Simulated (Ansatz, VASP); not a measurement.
## Two plane-wave programs on KTaO3

```
CELL_PARAMETERS angstrom
3.99013 0.00000 0.00000
0.00000 3.99013 0.00000
0.00000 0.00000 4.10984
ATOMIC_POSITIONS crystal
K 0.00000 0.00000 0.00000
Ta 0.50000 0.50000 0.50000
O 0.50000 0.50000 0.00000
O 0.50000 0.00000 0.50000
O 0.00000 0.50000 0.50000
```

Change from the starting cell: uniaxial_z strain +3.0%.

Alike in both runs: task single point; functional r2SCAN; k mesh 6 × 6 × 6; no spin polarisation.

```csv
,VASP,Ansatz
version,VASP 6.6.1,Ansatz 0.2.0
potentials or method,"VASP PAW PBE potentials, release 64 (K_sv, Ta_pv, O)","plane waves, PAW"
plane-wave cutoff (eV),520,500
occupations,"gaussian, width 0.01 eV",fixed
valence electrons in the cell,38,40
```

```tsv
	VASP	Ansatz	Ansatz less VASP
gap on the k mesh at the Fermi level (eV)	2.48	2.51	+0.028
pressure (GPa)	-4.7	-5.5	-0.80
traceless stress, the component that is largest in VASP (GPa)	-6.45	-6.35	+0.096
```

VASP's potentials were made for PBE, not for r2SCAN. VASP's potentials hold 38 valence electrons a cell and Ansatz's 40, so a difference there can come from the potentials and not from the codes.

Neither program's run includes spin-orbit coupling.
